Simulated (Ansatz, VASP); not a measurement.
**FeO in VASP and in Ansatz**

The input INCAR:

```
PREC = Accurate
ENCUT = 700
EDIFF = 1E-6
ISMEAR = -1
SIGMA = 0.05
LREAL = F
LASPH = T
NELM = 200
ALGO = Normal
ISIF = 2
LWAVE = F
LCHARG = F
ISPIN = 2
MAGMOM = 1.5 0
LORBIT = 11
NUPDOWN = 1.5
LMAXMIX = 4
GGA = PE
NBANDS = 22
GGA_COMPAT = F
```

KPOINTS

```
regular mesh
0
Gamma
  9 9 9
```

File POSCAR:

```
FeO
1.0
    0.0000000000      2.1554000000      2.1554000000
    2.1554000000      0.0000000000      2.1554000000
    2.1554000000      2.1554000000      0.0000000000
Fe O
1 1
Direct
    0.0000000000      0.0000000000      0.0000000000
    0.5000000000      0.5000000000      0.5000000000
```

input.yaml

```yaml
crystal:
  lattice:
    - [0.0, 2.1554, 2.1554]
    - [2.1554, 0.0, 2.1554]
    - [2.1554, 2.1554, 0.0]
  atoms:
    - { symbol: Fe, position: [0.0, 0.0, 0.0], spin: 1.5 }
    - { symbol: O, position: [0.5, 0.5, 0.5] }
hamiltonian:
  xc: pbe
  pseudopotentials: { kind: paw }
magnetization:
  spin_polarized: true
  initial_magnetization: 1.5
  spin_locking: { lock_magnetization: hard }
kpoints:
  mp_grid: { grid: [9, 9, 9] }
scf:
  occupations: { method: fermi_dirac, width: 0.05 }
  lower_state_search: "off"
output:
  forces: true
  stress: true
  eigenvalues: true
  write_density: true
  write_potential: true
  elf: true
  volumetric_format: npy
```

Alike in both runs: task single point; functional PBE; k mesh 9 × 9 × 9; occupations fermi-dirac, width 0.05 eV; collinear spin; fixed moment 1.5 μB.

|  | VASP | Ansatz |
| --- | --- | --- |
| version | VASP 6.6.1 | Ansatz 0.2.0 |
| potentials or method | VASP PAW PBE potentials, release 64 (Fe_sv, O) | Ansatz PAW |
| plane-wave cutoff (eV) | 700 | 420 |
| valence electrons in the cell | 22 | 22 |

Ansatz gave:

```
pressure (GPa)                                                : -21.7
net moment per atom (μB)                                      : 0.75
size of the moment on the site where the two differ most (μB) : 1.44
```

Q: Which values does VASP return?

A: Pressure (GPa): -22.8; net moment per atom (μB): 0.75; size of the moment on the site where the two differ most (μB): 1.46.

Site moments also hang on the region over which each program counts them.
